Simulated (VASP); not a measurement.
Here is a VASP 6.6.1 calculation.

Contents of INCAR:

```
SYSTEM = SiC
PREC     = Accurate       ! precision mode
ENCUT    = 520            ! plane-wave cutoff, eV
EDIFF    = 1E-6           ! SCF threshold, eV
ISMEAR   = 0              ! smearing method
SIGMA    = 0.02           ! smearing width, eV
LREAL    = .False.        ! projectors in reciprocal space
LASPH    = .True.         ! aspherical terms in the spheres
NELM     = 100            ! most SCF steps
ALGO     = Normal         ! electronic algorithm
ISIF     = 2              ! what is computed and relaxed
LWAVE    = .False.        ! write WAVECAR
LCHARG   = .True.         ! write CHGCAR
GGA      = PE             ! functional
LELF     = .True.         ! ELF
LVHAR    = .True.       
NBANDS   = 16             ! bands
```

KPOINTS

```
Automatic mesh
0
Gamma
  12 12 6
  0 0 0
```

The input POSCAR:

```
SiC
1.0
    3.0919365178      0.0000000000      0.0000000000
   -1.5459682589      2.6776955713      0.0000000000
    0.0000000000      0.0000000000      4.8713205974
Si C
2 2
Direct
    0.3333333333      0.6666666667      0.4969018196
    0.6666666667      0.3333333333      0.9969018196
    0.3333333333      0.6666666667      0.8780981804
    0.6666666667      0.3333333333      0.3780981804
```

Potentials or basis: VASP PAW PBE potentials, release 64 (Si, C).

Run with:

```console
$ cat potpaw_PBE.64/Si/POTCAR potpaw_PBE.64/C/POTCAR > POTCAR
$ mpirun -np 1 vasp_std > vasp.out
```

**Question.** Predict the band gap on the k mesh.

**Answer.** 2.27 eV, indirect (least direct gap 3.68 eV).

**Question.** Predict the pressure.

**Answer.** 9.3 GPa.

**Question.** Predict the largest force.

**Answer.** 0.005 eV/Å.

Stress tensor (GPa, compression positive):
```
 2.53  0.00  0.00
 0.00  2.53  0.00
 0.00  0.00 22.86
```

A k mesh can miss the band edges. As with any semilocal functional, this PBE gap is likely too small.
